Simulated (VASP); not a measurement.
## BP (kpbe): single point with PBE

Crystal: BP (kpbe).

```
B P
1.0
     0.00000    2.27415    2.27415
     2.27415    0.00000    2.27415
     2.27415    2.27415    0.00000
B P
1 1
Direct
  0.00000 0.00000 0.00000
  0.75000 0.75000 0.75000
```

* Program: VASP 6.6.1
* Task: single point
* Functional: PBE
* Potentials or basis: VASP PAW PBE potentials, release 64 (B, P)
* Cutoff: 520 eV
* k mesh: 10 × 10 × 10
* Occupations: gaussian, width 0.02 eV
* Spin: no spin polarisation

```json
{"Pressure": "-0.2 GPa", "Band gap on the k mesh": "1.25 eV, indirect (least direct gap 3.39 eV)"}
```

Levels at points of the mesh, in eV from the valence-band top:
```tsv
k point	band 1	band 2	band 3	band 4	band 5	band 6	band 7	band 8
(0.00, 0.00, 0.00)	-15.40	0.00	0.00	0.00	3.39	3.39	3.39	7.27
(0.50, 0.00, 0.00)	-12.10	-8.98	-1.75	-1.75	3.74	4.71	4.71	10.10
(0.50, 0.50, 0.00)	-10.58	-8.55	-4.09	-4.09	1.35	1.67	12.06	12.06
```

Run time: 9.9 s on 1 thread of Intel(R) Xeon(R) Platinum 8488C (Sapphire Rapids), on a shared host, peak memory 0.13 GiB.

A k mesh can miss the band edges. Expect the measured gap to be larger: semilocal functionals such as PBE lack the derivative discontinuity.
